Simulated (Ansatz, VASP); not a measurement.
# Si16Au in VASP and in Ansatz

```
CELL_PARAMETERS angstrom
0.00000 5.43000 5.43000
5.43000 0.00000 5.43000
5.43000 5.43000 0.00000
ATOMIC_POSITIONS crystal
Si 0.04189 0.98611 0.98698
Si 0.12790 0.13004 0.13048
Si 0.97733 0.01909 0.50155
Si 0.12446 0.13098 0.61410
Si 0.97871 0.50135 0.01841
Si 0.12608 0.61299 0.13102
Si 0.97556 0.50230 0.50215
Si 0.06209 0.64595 0.64542
Si 0.49899 0.01564 0.01655
Si 0.67105 0.10969 0.11139
Si 0.49556 0.01677 0.47120
Si 0.60613 0.16172 0.61605
Si 0.49734 0.47013 0.01671
Si 0.60755 0.61580 0.16112
Si 0.43284 0.52232 0.52118
Si 0.60449 0.61680 0.61615
Au 0.54992 0.81670 0.81685
```

Alike in both runs: functional PBE; k mesh 2 × 2 × 2; occupations gaussian, width 0.05 eV; collinear spin.

Ansatz relaxed the structure, and its values are those at the end. VASP's run is a single point on that final structure, the one shown.

|  | VASP | Ansatz |
| --- | --- | --- |
| version | VASP 6.6.1 | Ansatz 0.2.0 |
| potentials or method | VASP PAW PBE potentials, release 64 (Si, Au), cutoff 400 eV | scalar-relativistic, plane waves, PAW |
| valence electrons in the cell | 75 | 83 |

Ansatz gave:

```
rms of the force components (eV/Å) : 0.013
net moment per atom (μB)           : 0.00
```

Task: Estimate VASP's values.

Result: rms of the force components (eV/Å): 0.012; net moment per atom (μB): 0.00.

With one functional, cell and mesh, what is left measures potentials, basis and numerics. VASP's potentials hold 75 valence electrons a cell and Ansatz's 83, so a difference there can come from the potentials and not from the codes. Ansatz's warnings: seeded moment not kept.

The k mesh is coarse, so the values compare programs but aren't converged. Neither program's run includes spin-orbit coupling.
